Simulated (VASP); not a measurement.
A run of VASP 6.6.1:

The input INCAR:

```
SYSTEM = HfO2
PREC = Accurate
ENCUT = 520
EDIFF = 1E-6
ISMEAR = 0
SIGMA = 0.05
LREAL = .False.
LASPH = .True.
NELM = 80
ALGO = Normal
ISIF = 2
LWAVE = .False.
LCHARG = .False.
GGA = PE
NBANDS = 18
```

The input KPOINTS:

```
Automatic mesh
0
Gamma
  8 8 8
  0 0 0
```

File POSCAR:

```
HfO2
1.0
    0.0000000000      2.6125259052      2.5488057612
    2.6125259052      0.0000000000      2.5488057612
    2.6125259052      2.6125259052      0.0000000000
Hf O
1 2
Direct
    0.0000000000      0.0000000000      0.0000000000
    0.2500000000      0.2500000000      0.2500000000
    0.7500000000      0.7500000000      0.7500000000
```

Potentials or basis: VASP PAW PBE potentials, release 64 (Hf_pv, O).

The run is started by

```bash
$ cat potpaw_PBE.64/Hf_pv/POTCAR potpaw_PBE.64/O/POTCAR > POTCAR
$ mpirun -np 1 vasp_std > vasp.out
```

Hardware: 1 thread of Intel(R) Xeon(R) Platinum 8488C (Sapphire Rapids) (shared host).

Problem. Estimate the wall time of this run.

Solution. It took 30 s on 1 thread of Intel(R) Xeon(R) Platinum 8488C (Sapphire Rapids) (shared host), peak memory 0.18 GiB. Counts: scf iterations 13, k points 59.
